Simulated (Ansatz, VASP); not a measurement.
## One calculation of In, two programs

Contents of POSCAR:

```
In
1.0
   -1.6254700000      1.6254700000      2.4737000000
    1.6254700000     -1.6254700000      2.4737000000
    1.6254700000      1.6254700000     -2.4737000000
In
1
Direct
    0.0000000000      0.0000000000      0.0000000000
```

The input INCAR.step1:

```
PREC = Accurate
ENCUT = 520
EDIFF = 1E-5
ISMEAR = -1
SIGMA = 0.05
LREAL = F
LASPH = T
NELM = 150
ALGO = Normal
ISIF = 2
LWAVE = T
LCHARG = F
MAGMOM = 0 0 0
LORBIT = 11
LSORBIT = T
GGA_COMPAT = F
LORBMOM = T
GGA = PE
NBANDS = 24
```

INCAR.step2

```
PREC = Accurate
ENCUT = 520
EDIFF = 1E-6
ISMEAR = -1
SIGMA = 0.05
LREAL = F
LASPH = T
NELM = 150
ALGO = Normal
ISIF = 2
LWAVE = F
LCHARG = F
MAGMOM = 0 0 0
LORBIT = 11
LSORBIT = T
GGA_COMPAT = F
LORBMOM = T
GGA = PE
LHFCALC = T
AEXX = 0.25
PRECFOCK = Normal
ISTART = 1
NBANDS = 24
```

The input KPOINTS:

```
regular mesh
0
Gamma
  5 5 5
```

Contents of input:

```
crystal:
  lattice:
    - [-1.62547, 1.62547, 2.4737]
    - [1.62547, -1.62547, 2.4737]
    - [1.62547, 1.62547, -2.4737]
  atoms:
    - { symbol: In, position: [0.0, 0.0, 0.0] }
hamiltonian:
  xc: pbe0
  pseudopotentials: { kind: paw_fr }
magnetization:
  noncollinear: true
  spin_orbit: true
kpoints:
  mp_grid: { grid: [5, 5, 5] }
scf:
  occupations: { method: fermi_dirac, width: 0.05 }
output:
  forces: true
  stress: true
  eigenvalues: true
```

Alike in both runs: task single point; functional PBE0; k mesh 5 × 5 × 5; occupations fermi-dirac, width 0.05 eV; non-collinear spin, spin-orbit coupling.

```csv
,VASP,Ansatz
version,VASP 6.6.1,Ansatz 0.2.0
potentials or method,"VASP PAW PBE potentials, release 64 (In_d)",Ansatz PAW
plane-wave cutoff (eV),520,420
valence electrons in the cell,13,13
```

```tsv
	VASP	Ansatz	Ansatz less VASP
pressure (GPa)	0.0	0.6	+0.65
traceless stress, the component that is largest in VASP (GPa)	4.71	4.70	-0.013
```

The k mesh is coarse, so the values compare programs but aren't converged.
